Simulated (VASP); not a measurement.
Runs of VASP 6.6.1 on HfC (rocksalt type). The structure is that of space group Fm-3m (No. 225), or close to it. The cells are those of the table. 

```tsv
task	cell	cutoff (eV)	gap on the mesh (eV)	pressure (GPa)
single point	a = 3.354 Å, angles 60.0°, 2 atoms	520	none	-12.9
electric field gradients	a = 3.289 Å, angles 60.0°, 2 atoms	520	none	(a)
electric field gradients	a = 3.311 Å, angles 60.0°, 2 atoms	520	none	-5.2
single point	a = 3.223 Å, angles 60.0°, 2 atoms	520	none	15.8
relaxation of cell and atoms	relaxed from a = 3.157 Å, angles 60.0°, 2 atoms	600	none	0.0
```

Alike in all rows: level PBE; potentials or basis VASP PAW PBE potentials, release 64 (Hf_pv, C); no spin polarisation; k mesh 16 × 16 × 16; smearing fermi-dirac 0.05 eV.

Q: Estimate the missing entries.

A: (a) -0.7.

Caveats: spin-orbit coupling is left out, which moves the levels of the heavy elements; the cell stands under tension (at least some runs); the cell stands under pressure (at least some runs).

A k mesh can miss the band edges, and the runs leave out spin-orbit coupling on Hf.

A gap of «none» marks levels without a gap at the run's occupations.
